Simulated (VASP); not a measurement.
# AlP (fa.b) (F-43m) in VASP: single point with PBEsol

Aim: the single point of AlP (fa.b) with PBEsol.

All numbers are computed with VASP 6.6.1; they aren't measurements. Logs are shortened: lines on timing, memory, paths and dates and some standing lists are left out, and cuts for length are marked.

## (1) The cell of the first run

Symmetry: F-43m, No. 216, cubic system. Conventional cell: a = 5.470 Å, b = 5.470 Å, c = 5.470 Å, α = 90.00°, β = 90.00°, γ = 90.00°. Within 3.1 Å of Al (site symmetry -43m) lie 4 P at 2.37 Å. P (site symmetry -43m) has 4 Al at 2.37 Å within 3.1 Å.

## (2) Single point, PBEsol

File INCAR:

```
PREC = Accurate
ENCUT = 500
EDIFF = 1E-6
ISMEAR = 0
SIGMA = 0.1
LREAL = False
LASPH = True
NELM = 120
ALGO = Normal
ISIF = 2
LWAVE = False
LCHARG = False
GGA = PS
NBANDS = 11
GGA_COMPAT = False
```

File KPOINTS:

```
Automatic mesh
0
Gamma
  6 6 6
```

File POSCAR:

```
AlP
1.0
    0.0000000000      2.7350000000      2.7350000000
    2.7350000000      0.0000000000      2.7350000000
    2.7350000000      2.7350000000      0.0000000000
Al P
1 1
Direct
    0.0000000000      0.0000000000      0.0000000000
    0.2500000000      0.2500000000      0.2500000000
```

Potentials or basis: VASP PAW PBE potentials, release 64 (Al, P).

The run is started by

```
cat potpaw_PBE.64/Al/POTCAR potpaw_PBE.64/P/POTCAR > POTCAR
mpirun -np 1 vasp_std > vasp.out
```

OUTCAR:

```text
PREC = Accurate
   ENCUT = 500
   EDIFF = 1E-6
   ISMEAR = 0
   LREAL = False
   LASPH = True
   NELM = 120
   ISIF = 2
   GGA = PS

 ion  position               nearest neighbor table
   1  0.000  0.000  0.000-   2 2.37   2 2.37   2 2.37   2 2.37
   2  0.250  0.250  0.250-   1 2.37   1 2.37   1 2.37   1 2.37

  LATTYP: Found a face centered cubic cell.
 ALAT       =     5.4700000000

  Lattice vectors:

 A1 = (   0.0000000000,   2.7350000000,   2.7350000000)
 A2 = (   2.7350000000,   0.0000000000,   2.7350000000)
 A3 = (   2.7350000000,   2.7350000000,   0.0000000000)

Analysis of symmetry for initial positions (statically):
=====================================================================
 Subroutine PRICEL returns:
 Original cell was already a primitive cell.

 Routine SETGRP: Setting up the symmetry group for a
 face centered cubic supercell.

 Subroutine GETGRP returns: Found 24 space group operations
 (whereof 24 operations were pure point group operations)
 out of a pool of 48 trial point group operations.

The static configuration has the point symmetry T_d .

Analysis of symmetry for dynamics (positions and initial velocities):
=====================================================================
 Subroutine PRICEL returns:
 Original cell was already a primitive cell.

 Routine SETGRP: Setting up the symmetry group for a
 face centered cubic supercell.

 Subroutine GETGRP returns: Found 24 space group operations
 (whereof 24 operations were pure point group operations)
 out of a pool of 48 trial point group operations.

The dynamic configuration has the point symmetry T_d .

 Subroutine INISYM returns: Found 24 space group operations
 (whereof 24 operations are pure point group operations),
 and found     1 'primitive' translations

----------------------------------------------------------------------------------------

                                     Primitive cell

  volume of cell :      40.9168

  direct lattice vectors                    reciprocal lattice vectors
     0.000000000  2.735000000  2.735000000    -0.182815356  0.182815356  0.182815356
     2.735000000  0.000000000  2.735000000     0.182815356 -0.182815356  0.182815356
     2.735000000  2.735000000  0.000000000     0.182815356  0.182815356 -0.182815356

  length of vectors
     3.867874093  3.867874093  3.867874093     0.316645486  0.316645486  0.316645486

  position of ions in fractional coordinates (direct lattice)
     0.000000000  0.000000000  0.000000000
     0.250000000  0.250000000  0.250000000

  ion indices of the primitive-cell ions
   primitive index   ion index
                 1           1
                 2           2

----------------------------------------------------------------------------------------

 KPOINTS: Automatic mesh

Automatic generation of k-mesh.
 Grid dimensions read from file:
 generate k-points for:    6    6    6

 Generating k-lattice:

  Cartesian coordinates                     Fractional coordinates (reciprocal lattice)
    -0.030469226  0.030469226  0.030469226     0.166666667  0.000000000  0.000000000
     0.030469226 -0.030469226  0.030469226     0.000000000  0.166666667  0.000000000
     0.030469226  0.030469226 -0.030469226     0.000000000  0.000000000  0.166666667

  Length of vectors
     0.052774248  0.052774248  0.052774248

  Shift w.r.t. Gamma in fractional coordinates (k-lattice)
     0.000000000  0.000000000  0.000000000

 Subroutine IBZKPT returns following result:
 ===========================================

 Found     16 irreducible k-points:

 Following reciprocal coordinates:
            Coordinates               Weight
  0.000000  0.000000  0.000000      1.000000
  0.166667  0.000000  0.000000      8.000000
  0.333333  0.000000  0.000000      8.000000
  0.500000  0.000000  0.000000      4.000000
  0.166667  0.166667  0.000000      6.000000
  0.333333  0.166667  0.000000     24.000000
[... 8 lines left out ...]
 -0.333333  0.333333  0.166667     24.000000
 -0.333333  0.500000  0.166667     12.000000
   k-points           NKPTS =     16   k-points in BZ     NKDIM =     16   number of bands    NBANDS=     11
   number of dos      NEDOS =    301   number of ions     NIONS =      2
   total plane-waves  NPLWV =  21952
   dimension x,y,z NGX =    28 NGY =   28 NGZ =   28
   dimension x,y,z NGXF=    56 NGYF=   56 NGZF=   56
   ions per type =               1   1
   NGX,Y,Z   is equivalent  to a cutoff of  12.03, 12.03, 12.03 a.u.
   NGXF,Y,Z  is equivalent  to a cutoff of  24.07, 24.07, 24.07 a.u.
 SYSTEM =  unknown system
   PREC   = accura    normal or accurate (medium, high low for compatibility)
   ISTART =      0    job   : 0-new  1-cont  2-samecut
   ICHARG =      2    charge: 1-file 2-atom 10-const
   ISPIN  =      1    spin polarized calculation?
   LNONCOLLINEAR =      F non collinear calculations
   LSORBIT =      F    spin-orbit coupling
   LASPH  =      T    aspherical Exc in radial PAW
   ENCUT  =  500.0 eV  36.75 Ry    6.06 a.u.   7.05  7.05  7.05*2*pi/ulx,y,z
   NELM   =    120;   NELMIN=  2; NELMDL= -5     # of ELM steps
   EDIFF  = 0.1E-05   stopping-criterion for ELM
   LREAL  =      F    real-space projection
   EDIFFG = 0.1E-04   stopping-criterion for IOM
   NSW    =      0    number of steps for IOM
   IBRION =     -1    ionic relax: 0-MD 1-quasi-New 2-CG
   NFREE  =      0    steps in history (QN), initial steepest desc. (CG)
   ISIF   =      2    stress and relaxation
   ISYM   =      2    0-nonsym 1-usesym 2-fastsym
   POTIM  = 0.5000    time-step for ionic-motion
   TEBEG  =    0.0;   TEEND  =   0.0 temperature during run
   PSTRESS=    0.0 pullay stress
   NELECT =       8.0000    total number of electrons
   NUPDOWN=      -1.0000    fix difference up-down
   EMIN   =  10.00;   EMAX   =-10.00  energy-range for DOS
   EFERMI =   0.00;   METHOD = LEGACY
   ISMEAR =     0;   SIGMA  =   0.10  broadening in eV -4-tet -1-fermi 0-gaus
   EFERMI_NEDOS =   21; number of points for ismear=-14 and -15
   IALGO  =     38    algorithm
   IMIX   =      4    mixing-type and parameters
     AMIX     =   0.40;   BMIX     =  1.00
     AMIX_MAG =   1.60;   BMIX_MAG =  1.00
  volume/ion in A,a.u.               =      20.46       138.06
  Fermi-wavevector in a.u.,A,eV,Ry     =   0.950176  1.795573 12.283814  0.902835
  Thomas-Fermi vector in A             =   2.078528
   LORBIT       =      0    0 simple, 1 ext, 2 COOP (PROOUT), +10 PAW based schemes
   GGA     = PS    functional components
   LHFCALC =     F    Hartree Fock is set to
   AEXX    =    0.0000 exact exchange contribution
   IVDW    =     0    specifies the selected vdW correction
   LEPSILON=     F    determine dielectric tensor
   LRPA    =     F    only Hartree local field effects (RPA)
 non-spin polarized calculation
 Gauss-broadening in eV      SIGMA  =   0.10
  energy-cutoff  :      500.00
  volume of cell :       40.92
 maximum number of plane-waves:      1056
   NGX = 15   NGY = 15   NGZ = 15

 number of electron       8.0000000 magnetization

 Free energy of the ion-electron system (eV)
  ---------------------------------------------------
  ext. energy  EPLUGINS =         0.00000000
  ---------------------------------------------------
  free energy    TOTEN  =       -10.98686458 eV

  energy without entropy =      -10.98686458  energy(sigma->0) =      -10.98686458

 E-fermi :   4.9195     XC(G=0):  -9.3422

 val. band max:        4.4900545859   @ k =   0.0000   0.0000   0.0000
 cond. band min:       5.9354125563   @ k =   0.5000   0.5000   0.0000
 fundamental gap:      1.4453579704
 Fermi energy:         4.9195318269

 k-point     1 :       0.0000    0.0000    0.0000
  band No.  band energies     occupation
      1      -7.0068      2.00000
      2       4.4901      2.00000
      3       4.4901      2.00000
      4       4.4901      2.00000
      5       7.6460      0.00000
      6       8.9912      0.00000
      7       8.9912      0.00000
      8       8.9912      0.00000
      9      13.2832      0.00000
     10      13.2832      0.00000
     11      14.5438      0.00000

 k-point     2 :       0.1667    0.0000    0.0000
  band No.  band energies     occupation
      1      -6.7033      2.00000
      2       2.5980      2.00000
      3       4.2464      2.00000
      4       4.2464      2.00000
      5       8.0097      0.00000
      6       9.4252      0.00000
      7       9.4252      0.00000
      8      10.0474      0.00000
      9      12.6154      0.00000
     10      12.6154      0.00000
     11      15.1263      0.00000

 k-point     3 :       0.3333    0.0000    0.0000
  band No.  band energies     occupation
      1      -5.9118      2.00000
      2       0.1269      2.00000
      3       3.8746      2.00000
      4       3.8746      2.00000
      5       7.4390      0.00000
      6       9.4666      0.00000
      7       9.4666      0.00000
      8      12.2592      0.00000
      9      13.5478      0.00000
     10      13.5478      0.00000
     11      14.6165      0.00000

 k-point     4 :       0.5000    0.0000    0.0000
  band No.  band energies     occupation
      1      -5.3210      2.00000
      2      -1.0690      2.00000
      3       3.7251      2.00000
      4       3.7251      2.00000
      5       7.2002      0.00000
      6       9.2333      0.00000
      7       9.2333      0.00000
      8      12.5522      0.00000
      9      15.9844      0.00000
     10      15.9844      0.00000
     11      16.1331      0.00000
[... 127 lines left out ...]
 k-point    14 :       0.5000    0.3333    0.1667
  band No.  band energies     occupation
      1      -5.2848      2.00000
      2       0.0512      2.00000
      3       1.7900      2.00000
      4       2.8846      2.00000
      5       8.2435      0.00000
      6       9.2351      0.00000
      7       9.9020      0.00000
      8      12.6326      0.00000
      9      13.7517      0.00000
     10      15.8687      0.00000
     11      17.7854      0.00000

 k-point    15 :      -0.3333    0.3333    0.1667
  band No.  band energies     occupation
      1      -4.8214      2.00000
      2      -0.5168      2.00000
      3       1.3320      2.00000
      4       2.4879      2.00000
      5       8.4383      0.00000
      6       9.3682      0.00000
      7      11.2953      0.00000
      8      12.0515      0.00000
      9      13.2874      0.00000
     10      16.3108      0.00000
     11      17.3315      0.00000

 k-point    16 :      -0.3333    0.5000    0.1667
  band No.  band energies     occupation
      1      -4.6194      2.00000
      2      -0.5626      2.00000
      3       1.5539      2.00000
      4       1.7933      2.00000
      5       7.6944      0.00000
      6       8.7167      0.00000
      7      12.0416      0.00000
      8      12.4132      0.00000
      9      15.6104      0.00000
     10      16.4174      0.00000
     11      17.6202      0.00000

------------------------ aborting loop because EDIFF is reached ----------------------------------------

  FORCE on cell =-STRESS in cart. coord.  units (eV):
  Direction    XX          YY          ZZ          XY          YZ          ZX
  --------------------------------------------------------------------------------------
  -------------------------------------------------------------------------------------
  Total        0.0243294      0.0243294      0.0243294     -0.0000000     -0.0000000     -0.0000000
  in kB        0.9526654      0.9526654      0.9526654     -0.0000000     -0.0000000     -0.0000000
  external PRESSURE =       0.9526654 kB  Pullay stress =       0.0000000 kB

 VOLUME and BASIS-vectors are now :
 -----------------------------------------------------------------------------
  energy-cutoff  :      500.00
  volume of cell :       40.92
      direct lattice vectors                 reciprocal lattice vectors
     0.000000000  2.735000000  2.735000000    -0.182815356  0.182815356  0.182815356
     2.735000000  0.000000000  2.735000000     0.182815356 -0.182815356  0.182815356
     2.735000000  2.735000000  0.000000000     0.182815356  0.182815356 -0.182815356

 POSITION                                       TOTAL-FORCE (eV/Angst)
 -----------------------------------------------------------------------------------
      0.00000      0.00000      0.00000         0.000000      0.000000      0.000000
      1.36750      1.36750      1.36750        -0.000000     -0.000000     -0.000000
 -----------------------------------------------------------------------------------
    total drift:                                0.000000      0.000000      0.000000

  FREE ENERGIE OF THE ION-ELECTRON SYSTEM (eV)
  ---------------------------------------------------
  free  energy   TOTEN  =       -10.9868645757 eV

  energy  without entropy=      -10.9868645757  energy(sigma->0) =      -10.98686458
```

Wall time 11 s (1 thread of Intel Xeon Platinum 8488C (Sapphire Rapids), shared host); peak memory 0.14 GiB.

What came out:

| Quantity | Value |
| --- | --- |
| Free energy | -10.9869 eV |
| Pressure | 0.1 GPa |
| Band gap on the k mesh | 1.45 eV, indirect (least direct gap 3.16 eV) |

Caveat: the PAW data sets were made with another functional, which shifts forces and pressure a little. A k mesh can miss the band edges.
